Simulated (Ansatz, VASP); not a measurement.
**One calculation of La, two programs**

Contents of POSCAR:

```
La
1.0
    3.7500020507      0.0000000000      0.0000000000
   -1.8750010253      3.2475970401      0.0000000000
    0.0000000000      0.0000000000      6.0700000000
La
2
Direct
    0.3333333333      0.6666666667      0.2500000000
    0.6666666667      0.3333333333      0.7500000000
```

The input INCAR.step1:

```
SYSTEM = La
  PREC = Accurate
  ENCUT = 520
  ISMEAR = -1
  SIGMA = 0.08
  LREAL = .FALSE.
  LASPH = .TRUE.
  NELM = 100
  NBANDS = 18
  GGA = PE
  ALGO = Normal
  EDIFF = 1E-4
  LWAVE = .TRUE.
  LCHARG = .FALSE.
```

The input INCAR.step2:

```
SYSTEM = La
  PREC = Accurate
  ENCUT = 520
  EDIFF = 1E-8
  ISMEAR = -1
  SIGMA = 0.08
  LREAL = .FALSE.
  LASPH = .TRUE.
  NELM = 100
  ALGO = Normal
  ISIF = 2
  LWAVE = .FALSE.
  LCHARG = .FALSE.
  METAGGA = R2SCAN
  LMIXTAU = .TRUE.
  LEFG = .TRUE.
  NBANDS = 18
  ISTART = 1
```

Contents of KPOINTS:

```
regular mesh
0
G
  11 11 6
  0 0 0
```

Input for Ansatz:

```yaml
crystal:
  lattice:
    - [3.7500020507, 0.0, 0.0]
    - [-1.8750010253, 3.2475970401, 0.0]
    - [0.0, 0.0, 6.07]
  atoms:
    - { symbol: La, position: [0.3333333333, 0.6666666667, 0.25] }
    - { symbol: La, position: [0.6666666667, 0.3333333333, 0.75] }
kpoints:
  mp_grid: { grid: [11, 11, 6] }
  band_path:
    path:
      - [0.0, 0.0, 0.0]
      - [0.5, 0.0, 0.0]
      - [0.3333333333, 0.3333333333, 0.0]
      - [0.0, 0.0, 0.0]
      - [0.0, 0.0, 0.5]
      - [0.5, 0.0, 0.5]
      - [0.3333333333, 0.3333333333, 0.5]
      - [0.0, 0.0, 0.5]
      - [0.5, 0.0, 0.5]
    npoints: 5
scf:
  occupations: { method: fermi_dirac, width: 0.08 }
hamiltonian:
  xc: r2scan
  pseudopotentials: { kind: paw }
output:
  forces: true
  stress: true
  eigenvalues: true
  efg: { contact_densities: true }
```

Alike in both runs: task electric field gradients; functional r2SCAN; k mesh 11 × 11 × 6; occupations fermi-dirac, width 0.08 eV; no spin polarisation.

|  | VASP | Ansatz |
| --- | --- | --- |
| version | VASP 6.6.1 | Ansatz 0.2.0 |
| potentials or method | VASP PAW PBE potentials, release 64 (La) | PAW with Ansatz's default frozen-core files, scalar-relativistic |
| plane-wave cutoff (eV) | 520 | 500 |
| valence electrons in the cell | 22 | 22 |

Ansatz gave:

| Quantity | Value |
| --- | --- |
| pressure (GPa) | 0.7 |
| traceless stress, the component that is largest in VASP (GPa) | -0.46 |
| size of Vzz on the site where it differs most (V/Å²) | 16.1 |

Question: Estimate VASP's values.

Answer: Pressure (GPa): 0.7; traceless stress, the component that is largest in VASP (GPa): -0.48; size of Vzz on the site where it differs most (V/Å²): 17.0.

VASP's potentials were made for PBE, not for r2SCAN.

Spin-orbit coupling is off throughout.
